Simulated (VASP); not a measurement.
**HgTe: electric field gradients with LDA**

Crystal: HgTe.

```
Hg Te
1.0
     0.00000    3.00915    2.92150
     3.00915    0.00000    2.92150
     3.00915    3.00915    0.00000
Hg Te
1 1
Direct
  0.00000 0.00000 0.00000
  0.50000 0.50000 0.50000
```

This cell differs from its parent crystal: equal xx and yy strain of +3 %.

```yaml
Program: VASP 6.6.1
Task: electric field gradients
Functional: LDA
Potentials_or_basis: VASP PAW LDA potentials, release 64 (Hg, Te)
Cutoff: 520 eV
k_mesh: 10 × 10 × 10
Occupations: fermi-dirac, width 0.08 eV
Spin: no spin polarisation
Dipole_correction: no
Further_INCAR_settings: ALGO = Normal; EDIFF = 1e-08; NBANDS = 16
```

| Item | Value |
| --- | --- |
| Pressure | 0.0 GPa |
| Band gap on the k mesh | zero (band 9 reaches 5.49 eV, above the bottom of band 10 at 2.40 eV) |

Stress tensor (GPa, compression positive):
```
-0.92  0.00  0.00
 0.00 -0.92  0.00
 0.00  0.00  1.88
```

Levels at points of the mesh, in eV from the Fermi level:
```
           k point  band 6  band 7  band 8  band 9  band 10  band 11  band 12  band 13
(0.00, 0.00, 0.00)   -6.86   -0.94   -0.74   -0.72    -0.72     7.61     7.61     7.66
(0.50, 0.00, 0.00)   -6.70   -5.80    0.28    0.47     2.47     3.70     3.97     4.04
(0.50, 0.50, 0.00)   -5.86   -4.75   -3.03   -2.62    -2.62     4.63     9.39     9.39
(0.50, 0.00, 0.50)   -5.92   -4.73   -2.82   -2.66    -2.35     4.79     9.08     9.95
```

Electric field gradients, principal values (V/Å²):
| atom | least | middle | greatest (by size) |
| --- | --- | --- | --- |
| 1 Hg | 27.075 | 27.075 | -54.150 |
| 2 Te | -21.516 | -21.516 | 43.031 |

Wall time 98 s on 1 thread of Intel(R) Xeon(R) Platinum 8488C (Sapphire Rapids) (shared host), peak memory 0.22 GiB.

Caveat: the cell differs from its parent crystal (equal xx and yy strain of +3 %); without QUAD_EFG the Cq values of the log hold for a quadrupole moment of 1 mb, not for the nuclei; spin-orbit coupling is left out, which moves the levels of the heavy elements.
